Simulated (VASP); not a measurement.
Write the native input for VASP 6.6.1 that does the following.

```yaml
Task: single point
Functional: PBE
Potentials_or_basis: VASP PAW PBE potentials, release 64 (Mg, Pd, C, N)
Cutoff: 520 eV
k_mesh: 4 × 4 × 4
Occupations: gaussian, width 0.1 eV
Spin: no spin polarisation
Dipole_correction: no
Further_INCAR_settings: ALGO = Normal; EDIFF = 1e-07; NBANDS = 35
```

The structure of MgPdC4N4 lies in POSCAR:

```
MgPdC4N4
1.0
    5.9813487900      0.0000000000      0.0000000000
    0.0000000000      5.9813487900      0.0000000000
    0.0000000000      0.0000000000      5.9813487900
Mg Pd C N
1 1 4 4
Direct
    0.0000000000      0.0000000000      0.0000000000
    0.5000000000      0.5000000000      0.5000000000
    0.1911196900      0.1911196900      0.1911196900
    0.1911196900      0.8088803100      0.8088803100
    0.8088803100      0.1911196900      0.8088803100
    0.8088803100      0.8088803100      0.1911196900
    0.3040540500      0.3040540500      0.3040540500
    0.3040540500      0.6959459500      0.6959459500
    0.6959459500      0.3040540500      0.6959459500
    0.6959459500      0.6959459500      0.3040540500
```

These files were run (other wordings do the same):

INCAR

```
SYSTEM = MgPdC4N4
ALGO = Normal
EDIFF = 1E-7
ENCUT = 520
GGA = PE
ISIF = 2
ISMEAR = 0
LASPH = .TRUE.
LCHARG = .FALSE.
LREAL = .FALSE.
LWAVE = .FALSE.
NBANDS = 35
NELM = 100
PREC = Accurate
SIGMA = 0.1
```

KPOINTS

```
k-points
0
G
  4 4 4
  0 0 0
```

Potentials or basis: VASP PAW PBE potentials, release 64 (Mg, Pd, C, N).

Launch:

```bash
$ cat potpaw_PBE.64/Mg/POTCAR potpaw_PBE.64/Pd/POTCAR potpaw_PBE.64/C/POTCAR potpaw_PBE.64/N/POTCAR > POTCAR
$ mpirun -np 1 vasp_std > vasp.out
```

It gave:

```
Pressure               : 5.9 GPa
Largest force          : 1.805 eV/Å
Band gap on the k mesh : zero (bands 24 and 25 overlap by 0.24 eV)
```

Caveat: the cell stands under pressure; forces of over 1 eV/Å act on the atoms, so gaps and moduli don't describe the material at rest.

Run time: 50 s on 1 thread of AMD EPYC 9R45 96-Core Processor (Zen 5) (shared host), peak memory 0.33 GiB.
